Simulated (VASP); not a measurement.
# Rb (P6/mmm) in VASP: notebook

Runs on Rb. Level: PBE. Tasks: single point.

All numbers are computed with VASP 6.6.1; they aren't measurements. Logs are shortened: lines on timing, memory, paths and dates and some standing lists are left out, and cuts for length are marked.

## 1. The cell of the first run

Symmetry: P6/mmm, No. 191, hexagonal system. The conventional cell has a = 8.086 Å, b = 8.086 Å, c = 4.857 Å, α = 90.00°, β = 90.00°, γ = 120.00°.

This isn't the form of Rb at room conditions, which is bcc.

## 2. Single point, PBE

INCAR reads:

```
ALGO = Fast ; EDIFF = 1E-7
ENCUT = 520 ; GGA = PE
ISIF = 2 ; ISMEAR = 0
LASPH = True ; LCHARG = False
LREAL = False ; LWAVE = False
NBANDS = 20 ; NELM = 100
PREC = Accurate ; SIGMA = 0.1
```

KPOINTS reads:

```
k-points
0
Gamma
  9 9 8
```

POSCAR reads:

```
Rb
1.0
    8.0855713165      0.0000000000      0.0000000000
   -4.0427856582      7.0023101642      0.0000000000
    0.0000000000      0.0000000000      4.8568061038
Rb
3
Direct
    0.3333333333      0.6666666667      0.5000000000
    0.0000000000      0.0000000000      0.0000000000
    0.6666666667      0.3333333333      0.5000000000
```

Potentials or basis: VASP PAW PBE potentials, release 64 (Rb_sv).

The run is started by

```console
$ cat potpaw_PBE.64/Rb_sv/POTCAR > POTCAR
$ mpirun -np 1 vasp_std > vasp.out
```

OUTCAR:

```text
EDIFF = 1E-7
   ENCUT = 520
   GGA = PE
   ISIF = 2
   ISMEAR = 0
   LASPH = True
   LREAL = False
   NELM = 100
   PREC = Accurate

 ion  position               nearest neighbor table
   1  0.333  0.667  0.500-   3 4.67   3 4.67   3 4.67   2 5.26   2 5.26   2 5.26   2 5.26   2 5.26
                             2 5.26
   2  0.000  0.000  0.000-   1 5.26   3 5.26   1 5.26   3 5.26   1 5.26   1 5.26   3 5.26   3 5.26
                             3 5.26   3 5.26   1 5.26   1 5.26
   3  0.667  0.333  0.500-   1 4.67   1 4.67   1 4.67   2 5.26   2 5.26   2 5.26   2 5.26   2 5.26
                             2 5.26

  LATTYP: Found a hexagonal cell.
 ALAT       =     8.0855713165
 C/A-ratio  =     0.6006756868

  Lattice vectors:

 A1 = (   8.0855713165,   0.0000000000,   0.0000000000)
 A2 = (  -4.0427856582,   7.0023101642,   0.0000000000)
 A3 = (   0.0000000000,   0.0000000000,   4.8568061038)

Analysis of symmetry for initial positions (statically):
=====================================================================
 Subroutine PRICEL returns:
 Original cell was already a primitive cell.

 Routine SETGRP: Setting up the symmetry group for a
 hexagonal supercell.

 Subroutine GETGRP returns: Found 24 space group operations
 (whereof 24 operations were pure point group operations)
 out of a pool of 24 trial point group operations.

The static configuration has the point symmetry D_6h.

Analysis of symmetry for dynamics (positions and initial velocities):
=====================================================================
 Subroutine PRICEL returns:
 Original cell was already a primitive cell.

 Routine SETGRP: Setting up the symmetry group for a
 hexagonal supercell.

 Subroutine GETGRP returns: Found 24 space group operations
 (whereof 24 operations were pure point group operations)
 out of a pool of 24 trial point group operations.

The dynamic configuration has the point symmetry D_6h.

 Subroutine INISYM returns: Found 24 space group operations
 (whereof 24 operations are pure point group operations),
 and found     1 'primitive' translations

----------------------------------------------------------------------------------------

                                     Primitive cell

  volume of cell :     274.9811
[... 86 lines left out ...]
   LNONCOLLINEAR =      F non collinear calculations
   LSORBIT =      F    spin-orbit coupling
   LASPH  =      T    aspherical Exc in radial PAW
   ENCUT  =  520.0 eV  38.22 Ry    6.18 a.u.  15.03 15.03  9.03*2*pi/ulx,y,z
   NELM   =    100;   NELMIN=  2; NELMDL= -5     # of ELM steps
   EDIFF  = 0.1E-06   stopping-criterion for ELM
   LREAL  =      F    real-space projection
   EDIFFG = 0.1E-05   stopping-criterion for IOM
   NSW    =      0    number of steps for IOM
   IBRION =     -1    ionic relax: 0-MD 1-quasi-New 2-CG
   NFREE  =      0    steps in history (QN), initial steepest desc. (CG)
   ISIF   =      2    stress and relaxation
   ISYM   =      2    0-nonsym 1-usesym 2-fastsym
   POTIM  = 0.5000    time-step for ionic-motion
   TEBEG  =    0.0;   TEEND  =   0.0 temperature during run
   PSTRESS=    0.0 pullay stress
   NELECT =      27.0000    total number of electrons
   NUPDOWN=      -1.0000    fix difference up-down
   EMIN   =  10.00;   EMAX   =-10.00  energy-range for DOS
   EFERMI =   0.00;   METHOD = LEGACY
   ISMEAR =     0;   SIGMA  =   0.10  broadening in eV -4-tet -1-fermi 0-gaus
   EFERMI_NEDOS =   21; number of points for ismear=-14 and -15
   IALGO  =     68    algorithm
   IMIX   =      4    mixing-type and parameters
     AMIX     =   0.40;   BMIX     =  1.00
     AMIX_MAG =   1.60;   BMIX_MAG =  1.00
  volume/ion in A,a.u.               =      91.66       618.55
  Fermi-wavevector in a.u.,A,eV,Ry     =   0.755258  1.427230  7.760956  0.570414
  Thomas-Fermi vector in A             =   1.853111
   LORBIT       =      0    0 simple, 1 ext, 2 COOP (PROOUT), +10 PAW based schemes
   GGA     = PE    functional components
   LHFCALC =     F    Hartree Fock is set to
   AEXX    =    0.0000 exact exchange contribution
   IVDW    =     0    specifies the selected vdW correction
   LEPSILON=     F    determine dielectric tensor
   LRPA    =     F    only Hartree local field effects (RPA)
 non-spin polarized calculation
 RMM-DIIS sequential band-by-band and
 Gauss-broadening in eV      SIGMA  =   0.10
  energy-cutoff  :      520.00
  volume of cell :      274.98
 maximum number of plane-waves:      7431
   NGX = 31   NGY = 31   NGZ = 19

 number of electron      27.0000000 magnetization

 Free energy of the ion-electron system (eV)
  ---------------------------------------------------
  ext. energy  EPLUGINS =         0.00000000
  ---------------------------------------------------
  free energy    TOTEN  =        -2.78854243 eV

  energy without entropy =       -2.77396092  energy(sigma->0) =       -2.78125168

 E-fermi :   0.0153     XC(G=0):  -5.4473

 val. band max:        0.0042748920   @ k =   0.2222   0.1111   0.5000
 cond. band min:       0.0211863790   @ k =   0.1111   0.1111   0.5000
 fundamental gap:      0.0169114870
 Fermi energy:         0.0152692939

 k-point     1 :       0.0000    0.0000    0.0000
  band No.  band energies     occupation
      1     -28.9439      2.00000
      2     -28.9383      2.00000
      3     -28.8632      2.00000
      4     -13.0673      2.00000
      5     -13.0673      2.00000
      6     -13.0054      2.00000
[... 541 lines left out ...]
     19       2.6940      0.00000
     20       2.7110      0.00000

 [... further k-points ...]

------------------------ aborting loop because EDIFF is reached ----------------------------------------

  FORCE on cell =-STRESS in cart. coord.  units (eV):
  Direction    XX          YY          ZZ          XY          YZ          ZX
  --------------------------------------------------------------------------------------
  -------------------------------------------------------------------------------------
  Total        0.0078501      0.0078501      0.0083665      0.0000000     -0.0000000      0.0000000
  in kB        0.0457388      0.0457388      0.0487477      0.0000000     -0.0000000      0.0000000
  external PRESSURE =       0.0467418 kB  Pullay stress =       0.0000000 kB

 VOLUME and BASIS-vectors are now :
 -----------------------------------------------------------------------------
  energy-cutoff  :      520.00
  volume of cell :      274.98
      direct lattice vectors                 reciprocal lattice vectors
     8.085571316  0.000000000  0.000000000     0.123677098  0.071405006  0.000000000
    -4.042785658  7.002310164  0.000000000     0.000000000  0.142810012  0.000000000
     0.000000000  0.000000000  4.856806104     0.000000000  0.000000000  0.205896628

 POSITION                                       TOTAL-FORCE (eV/Angst)
 -----------------------------------------------------------------------------------
     -0.00000      4.66821      2.42840         0.000000      0.000000     -0.000000
      0.00000      0.00000      0.00000        -0.000000      0.000000      0.000000
      4.04279      2.33410      2.42840        -0.000000      0.000000      0.000000
 -----------------------------------------------------------------------------------
    total drift:                                0.000000     -0.000000      0.000000

  FREE ENERGIE OF THE ION-ELECTRON SYSTEM (eV)
  ---------------------------------------------------
  free  energy   TOTEN  =        -2.7885424262 eV

  energy  without entropy=       -2.7739609247  energy(sigma->0) =       -2.78125168
```

stdout:

```text
POSCAR found type information on POSCAR Rb
 POSCAR found :  1 types and       3 ions
 scaLAPACK will be used
 LDA part: xc-table for (Slater+PW92), standard interpolation
 POSCAR, INCAR and KPOINTS ok, starting setup
 FFT: planning ... GRIDC
 FFT: planning ... GRID_SOFT
 FFT: planning ... GRID
 WAVECAR not read
 entering main loop
 num prob WARNING in EDDRMM: call to ZHEGV failed, returncode =   6  3     13
 num prob WARNING in EDDRMM: call to ZHEGV failed, returncode =   6  3     19
WARNING in EDDRMM: call to ZHEGV failed, returncode =   6  3     13
 num prob  num prob WARNING in EDDRMM: call to ZHEGV failed, returncode =   8  4     17
 num prob  num prob RMM:  15    -0.278854224336E+01   -0.18250E-06   -0.14802E-06  3785   0.462E-03    0.980E-04
 num prob  num prob  num prob  num prob  num prob  num prob  num prob  num prob  num prob  num prob  num prob  num prob  num prob  num prob  num prob  num prob  num prob  num prob  num prob  num prob RMM:  16    -0.278854238125E+01   -0.13790E-06   -0.68196E-07  3429   0.333E-03    0.241E-04
 num prob  num prob  num prob  num prob  num prob  num prob WARNING in EDDRMM: call to ZHEGV failed, returncode =   6  3     14
 num prob  num prob  num prob  num prob  num prob  num prob  num prob  num prob  num prob  num prob  num prob  num prob  num prob  num prob  num prob  num prob  num prob  num prob  num prob  num prob  num prob  num prob  num prob  num prob RMM:  17    -0.278854242623E+01   -0.44973E-07   -0.37643E-07  2801   0.234E-03
```

Run time: 6.1 min. Hardware: 1 thread of Intel Xeon Platinum 8488C (Sapphire Rapids), shared host; peak memory 0.5 GiB.

Results:

| Quantity | Value |
| --- | --- |
| Free energy | -2.7885 eV |
| Pressure | 0.0 GPa |
| Band gap on the k mesh | zero (an odd number of electrons rules out a gap without spin polarisation) |

Levels at points of the mesh, in eV from the Fermi level:
```csv
k point,band 9,band 10,band 11,band 12,band 13,band 14,band 15,band 16,band 17,band 18
"(0.00, 0.00, 0.00)",-13.00,-12.95,-12.95,-12.93,-1.98,1.05,1.05,1.06,1.06,1.10
"(0.00, 0.00, 0.50)",-13.00,-13.00,-12.96,-12.96,-0.29,-0.08,1.36,1.36,1.50,1.50
```

## 3. Single point, PBE

This run uses another cell than the first one, of 86.59 Å³/atom.

INCAR reads:

```
SYSTEM = Rb
PREC = Accurate
ENCUT = 520
EDIFF = 1E-7
ISMEAR = 0
SIGMA = 0.1
LREAL = .FALSE.
LASPH = .TRUE.
NELM = 100
ALGO = Normal
ISIF = 2
LWAVE = .FALSE.
LCHARG = .TRUE.
GGA = PE
LELF = .TRUE.
LVHAR = .TRUE.
NBANDS = 20
```

KPOINTS reads:

```
Automatic mesh
0
G
  3 3 4
  0 0 0
```

POSCAR reads:

```
Rb
1.0
    7.0599988136      0.0000000000      0.0000000000
   -3.5299994068      6.1141383232      0.0000000000
    0.0000000000      0.0000000000      6.0181020369
Rb
3
Direct
    0.3333333333      0.6666666667      0.5000000000
    0.0000000000      0.0000000000      0.0000000000
    0.6666666667      0.3333333333      0.5000000000
```

Potentials or basis: VASP PAW PBE potentials, release 64 (Rb_sv).

The run is started by

```console
$ cat potpaw_PBE.64/Rb_sv/POTCAR > POTCAR
$ mpirun -np 1 vasp_std > vasp.out
```

OUTCAR:

```text
SYSTEM = Rb
   PREC = Accurate
   ENCUT = 520
   EDIFF = 1E-7
   ISMEAR = 0
   LREAL = .FALSE.
   LASPH = .TRUE.
   NELM = 100
   ISIF = 2
   GGA = PE

 ion  position               nearest neighbor table
   1  0.333  0.667  0.500-   3 4.08   3 4.08   3 4.08   2 5.07   2 5.07   2 5.07   2 5.07   2 5.07
                             2 5.07
   2  0.000  0.000  0.000-   1 5.07   3 5.07   1 5.07   3 5.07   1 5.07   1 5.07   3 5.07   3 5.07
                             3 5.07   3 5.07   1 5.07   1 5.07
   3  0.667  0.333  0.500-   1 4.08   1 4.08   1 4.08   2 5.07   2 5.07   2 5.07   2 5.07   2 5.07
                             2 5.07

[... 389 lines left out ...]
  --------------------------------------------------------------------------------------
  -------------------------------------------------------------------------------------
  Total        1.1391879      1.1391879     -0.4671111      0.0000000     -0.0000000      0.0000000
  in kB        7.0259736      7.0259736     -2.8809210      0.0000000     -0.0000000      0.0000000
  external PRESSURE =       3.7236754 kB  Pullay stress =       0.0000000 kB

 VOLUME and BASIS-vectors are now :
 -----------------------------------------------------------------------------
  energy-cutoff  :      520.00
  volume of cell :      259.78
      direct lattice vectors                 reciprocal lattice vectors
     7.059998814  0.000000000  0.000000000     0.141643083  0.081777672  0.000000000
    -3.529999407  6.114138323  0.000000000     0.000000000  0.163555345  0.000000000
     0.000000000  0.000000000  6.018102037     0.000000000  0.000000000  0.166165345

 POSITION                                       TOTAL-FORCE (eV/Angst)
 -----------------------------------------------------------------------------------
     -0.00000      4.07609      3.00905        -0.000000      0.000000      0.000000
      0.00000      0.00000      0.00000         0.000000      0.000000      0.000000
      3.53000      2.03805      3.00905         0.000000     -0.000000     -0.000000
 -----------------------------------------------------------------------------------
    total drift:                                0.000000     -0.000000      0.000000

  FREE ENERGIE OF THE ION-ELECTRON SYSTEM (eV)
  ---------------------------------------------------
  free  energy   TOTEN  =        -2.5156429605 eV

  energy  without entropy=       -2.5048983555  energy(sigma->0) =       -2.51027066
```

stdout:

```text
POSCAR found type information on POSCAR Rb
 POSCAR found :  1 types and       3 ions
 scaLAPACK will be used
 LDA part: xc-table for (Slater+PW92), standard interpolation
 POSCAR, INCAR and KPOINTS ok, starting setup
 FFT: planning ... GRIDC
 FFT: planning ... GRID_SOFT
 FFT: planning ... GRID
 WAVECAR not read
 entering main loop
```

Run time: 33 s. Hardware: 1 thread of Intel Xeon 6975P-C (Granite Rapids), shared host; peak memory 0.36 GiB.

What came out:

```yaml
Free_energy: -2.5156 eV
Pressure: 0.4 GPa
Band_gap_on_the_k_mesh: zero (an odd number of electrons rules out a gap without spin polarisation)
```

Levels at points of the mesh, in eV from the Fermi level:
| k point | band 9 | band 10 | band 11 | band 12 | band 13 | band 14 | band 15 | band 16 | band 17 | band 18 |
| --- | --- | --- | --- | --- | --- | --- | --- | --- | --- | --- |
| (0.00, 0.00, 0.00) | -13.02 | -12.83 | -12.83 | -12.82 | -1.97 | 1.08 | 1.68 | 1.68 | 1.80 | 1.80 |
| (0.00, 0.00, 0.50) | -13.02 | -12.83 | -12.83 | -12.83 | -0.94 | -0.54 | 1.62 | 1.62 | 1.63 | 1.63 |

## 4. Single point, PBE

INCAR reads:

```
SYSTEM = Rb
ALGO = Fast
EDIFF = 1E-7
ENCUT = 520
GGA = PE
ISIF = 2
ISMEAR = 0
LASPH = .TRUE.
LCHARG = .FALSE.
LREAL = .FALSE.
LWAVE = .FALSE.
NBANDS = 20
NELM = 100
PREC = Accurate
SIGMA = 0.1
```

KPOINTS reads:

```
k-points
0
G
  9 9 10
  0 0 0
```

POSCAR reads:

```
Rb
1.0
    8.0855713165      0.0000000000      0.0000000000
   -4.0427856582      7.0023101642      0.0000000000
    0.0000000000      0.0000000000      4.8568061038
Rb
3
Direct
    0.3333333333      0.6666666667      0.5000000000
    0.0000000000      0.0000000000      0.0000000000
    0.6666666667      0.3333333333      0.5000000000
```

The run is started by

```console
$ cat potpaw_PBE.64/Rb_sv/POTCAR > POTCAR
$ mpirun -np 1 vasp_std > vasp.out
```

Wall time 3.7 min (1 thread of Intel Xeon 6975P-C (Granite Rapids), shared host); peak memory 0.54 GiB.

Results (log left out):

```
Free energy            : -2.7904 eV
Pressure               : 0.0 GPa
Band gap on the k mesh : zero (an odd number of electrons rules out a gap without spin polarisation)
```

Levels at points of the mesh, in eV from the Fermi level:
| k point | band 10 | band 11 | band 12 | band 13 | band 14 | band 15 | band 16 | band 17 |
| --- | --- | --- | --- | --- | --- | --- | --- | --- |
| (0.00, 0.00, 0.00) | -12.94 | -12.94 | -12.92 | -1.97 | 1.06 | 1.06 | 1.07 | 1.07 |
| (0.00, 0.00, 0.50) | -12.99 | -12.94 | -12.94 | -0.27 | -0.07 | 1.37 | 1.37 | 1.51 |

## 5. Overview

| cell | k mesh | gap on the mesh (eV) | pressure (GPa) |
| --- | --- | --- | --- |
| a = 8.086, b = 8.086, c = 4.857 Å, angles 90.0, 90.0, 120.0°, 3 atoms | 9 × 9 × 8 | none | 0.0 |
| a = 7.060, b = 7.060, c = 6.018 Å, angles 90.0, 90.0, 120.0°, 3 atoms | 3 × 3 × 4 | none | 0.4 |
| a = 8.086, b = 8.086, c = 4.857 Å, angles 90.0, 90.0, 120.0°, 3 atoms | 9 × 9 × 10 | none | 0.0 |

Alike in all rows: task single point; level PBE; potentials or basis VASP PAW PBE potentials, release 64 (Rb_sv); no spin polarisation; cutoff (eV) 520; smearing gaussian 0.1 eV.

Absolute energies hang on the potentials; compare differences alone.
